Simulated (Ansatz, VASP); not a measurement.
One calculation of Ga, two programs

Contents of INCAR:

```
SYSTEM = Ga
ALGO = Normal ; EDIFF = 1E-6
ENCUT = 520 ; GGA = PE
ISIF = 2 ; ISMEAR = -1
LASPH = .True. ; LCHARG = .False.
LREAL = .False. ; LWAVE = .False.
NBANDS = 34 ; NELM = 80
PREC = Accurate ; SIGMA = 0.05
```

The input KPOINTS:

```
k-points
0
Gamma
  9 9 8
  0 0 0
```

The input POSCAR:

```
Ga
1.0
    2.2171260000     -3.7998465000     -0.0156705000
    2.2935740000      3.8449535000      0.0607775000
    0.0451670000      0.0451670000      4.5167000000
Ga
4
Direct
    0.1525000000      0.8475000000      0.0785000000
    0.6525000000      0.3475000000      0.4215000000
    0.8475000000      0.1525000000      0.9215000000
    0.3475000000      0.6525000000      0.5785000000
```

Input for Ansatz:

```yaml
crystal:
  lattice:
    - [2.217126, -3.7998465, -0.0156705]
    - [2.293574, 3.8449535, 0.0607775]
    - [0.045167, 0.045167, 4.5167]
  atoms:
    - { symbol: Ga, position: [0.1525, 0.8475, 0.0785] }
    - { symbol: Ga, position: [0.6525, 0.3475, 0.4215] }
    - { symbol: Ga, position: [0.8475, 0.1525, 0.9215] }
    - { symbol: Ga, position: [0.3475, 0.6525, 0.5785] }
kpoints:
  mp_grid: { grid: [9, 9, 8] }
  band_path:
    path:
      - [0.0, 0.0, 0.0]
      - [0.5, 0.0, 0.0]
      - [0.0, 0.0, -0.5]
      - [0.0, 0.0, 0.0]
      - [0.0, 0.5, 0.0]
      - [-0.5, 0.5, 0.5]
      - [0.0, 0.0, 0.0]
      - [0.0, 0.5, 0.5]
      - [-0.5, 0.5, 0.0]
    npoints: 5
scf:
  occupations: { method: fermi_dirac, width: 0.05 }
hamiltonian:
  xc: pbe
  pseudopotentials: { kind: all_electron, lapw: { basis_error: 0.001 } }
output:
  forces: true
  stress: true
  eigenvalues: true
```

Change from the starting cell: equal xy, yz and zx shear strains of +2 %.

Alike in both runs: task single point; functional PBE; k mesh 9 × 9 × 8; occupations fermi-dirac, width 0.05 eV; no spin polarisation.

|  | VASP | Ansatz |
| --- | --- | --- |
| version | VASP 6.6.1 | Ansatz 0.2.0 |
| potentials or method | VASP PAW PBE potentials, release 64 (Ga_d), cutoff 520 eV | all-electron LAPW, scalar-relativistic |

|  | VASP | Ansatz | Ansatz less VASP |
| --- | --- | --- | --- |
| pressure (GPa) | 2.5 | 2.4 | -0.13 |
| traceless stress, the component that is largest in VASP (GPa) | 1.67 | 1.63 | -0.036 |
| rms of the force components (eV/Å) | 0.252 | 0.251 | -0.0003 |

Atom by atom the forces differ by 0.001 eV/Å (rms over components). Ansatz ran all-electron here, and VASP with PAW potentials.
